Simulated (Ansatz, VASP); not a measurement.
Cu: VASP beside Ansatz

File POSCAR:

```
Cu
1.0
    2.5508792560      0.0000000000      0.0000000000
   -1.2754396280      2.2091262377      0.0000000000
    0.0000000000      0.0000000000      4.1398073633
Cu
2
Direct
    0.6666666667      0.3333333333      0.7500000000
    0.3333333333      0.6666666667      0.2500000000
```

Contents of INCAR.step1:

```
PREC     = Accurate       # precision mode
ENCUT    = 520            # plane-wave cutoff, eV
EDIFF    = 1E-5           # SCF threshold, eV
ISMEAR   = -1             # smearing method
SIGMA    = 0.05           # smearing width, eV
LREAL    = F              # projectors in reciprocal space
LASPH    = T              # aspherical terms in the spheres
NELM     = 80             # most SCF steps
ALGO     = Normal         # electronic algorithm
ISIF     = 2              # what is computed and relaxed
LWAVE    = T              # write WAVECAR
LCHARG   = F              # write CHGCAR
GGA      = PE             # functional
NBANDS   = 18             # bands
```

INCAR.step2

```
PREC     = Accurate       # precision mode
ENCUT    = 520            # plane-wave cutoff, eV
EDIFF    = 1E-6           # SCF threshold, eV
ISMEAR   = -1             # smearing method
SIGMA    = 0.05           # smearing width, eV
LREAL    = F              # projectors in reciprocal space
LASPH    = T              # aspherical terms in the spheres
NELM     = 80             # most SCF steps
ALGO     = Normal         # electronic algorithm
ISIF     = 2              # what is computed and relaxed
LWAVE    = F              # write WAVECAR
LCHARG   = F              # write CHGCAR
GGA      = PE             # functional
LHFCALC  = T              # exact exchange
AEXX     = 0.25           # exact-exchange fraction
PRECFOCK = Normal       
ISTART   = 1            
NBANDS   = 18             # bands
```

KPOINTS

```
regular mesh
0
Gamma
  8 8 4
```

The input input:

```
crystal:
  lattice:
    - [2.550879256, 0.0, 0.0]
    - [-1.275439628, 2.2091262377, 0.0]
    - [0.0, 0.0, 4.1398073633]
  atoms:
    - { symbol: Cu, position: [0.6666666667, 0.3333333333, 0.75] }
    - { symbol: Cu, position: [0.3333333333, 0.6666666667, 0.25] }
hamiltonian:
  xc: pbe0
  pseudopotentials: { kind: paw }
kpoints:
  mp_grid: { grid: [8, 8, 4] }
scf:
  occupations: { method: fermi_dirac, width: 0.05 }
output:
  forces: true
  stress: true
  eigenvalues: true
```

Alike in both runs: task single point; functional PBE0; k mesh 8 × 8 × 4; occupations fermi-dirac, width 0.05 eV; no spin polarisation.

|  | VASP | Ansatz |
| --- | --- | --- |
| version | VASP 6.6.1 | Ansatz 0.2.0 |
| potentials or method | VASP PAW PBE potentials, release 64 (Cu) | Ansatz PAW |
| plane-wave cutoff (eV) | 520 | 420 |
| valence electrons in the cell | 22 | 38 |

```csv
,VASP,Ansatz,Ansatz less VASP
gap on the k mesh at the Fermi level (eV),none,none,-
pressure (GPa),4.4,4.3,-0.07
"traceless stress, the component that is largest in VASP (GPa)",-4.20,-4.31,-0.109
```

A gap of «none» marks a metal or a gap that the smearing closes. VASP's potentials hold 22 valence electrons a cell and Ansatz's 38, so a difference there can come from the potentials and not from the codes.

The k mesh is coarse, so the values compare programs but aren't converged.
